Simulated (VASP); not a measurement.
Set up this calculation in VASP 6.6.1, as the native input.

- Task: single point
- Functional: LDA
- Potentials or basis: VASP PAW LDA potentials, release 64 (C)
- Cutoff: 520 eV
- k mesh: 14 × 14 × 8
- Occupations: gaussian, width 0.05 eV
- Spin: no spin polarisation
- Dipole correction: no
- Further INCAR settings: ALGO = Normal; EDIFF = 1e-07; NBANDS = 11

The structure of C lies in POSCAR:

```
C
1.0
    2.1172982844     -1.2224340469     -0.0115975247
    2.1172982844      1.2224340469     -0.0115975247
   -1.3916690928      0.0000000000      3.3373019203
C
2
Direct
    0.8333830096      0.8333830096      0.0001497828
    0.1666169904      0.1666169904      0.9998502172
```

One way to write it, as run:

INCAR

```
PREC = Accurate
ENCUT = 520
EDIFF = 1E-7
ISMEAR = 0
SIGMA = 0.05
LREAL = F
LASPH = T
NELM = 80
ALGO = Normal
ISIF = 2
LWAVE = F
LCHARG = T
LELF = T
LVHAR = T
NBANDS = 11
```

KPOINTS

```
Automatic mesh
0
Gamma
  14 14 8
```

Potentials or basis: VASP PAW LDA potentials, release 64 (C).

Run with:

```bash
$ cat potpaw_LDA.64/C/POTCAR > POTCAR
$ mpirun -np 1 vasp_std > vasp.out
```

It gave:

* Pressure: 0.8 GPa
* Band gap on the k mesh: 0.65 eV, direct

Run time: 52 s on 1 thread of Intel(R) Xeon(R) Platinum 8259CL CPU @ 2.50GHz (Skylake/Cascade Lake), with other jobs on the host, peak memory 0.16 GiB.
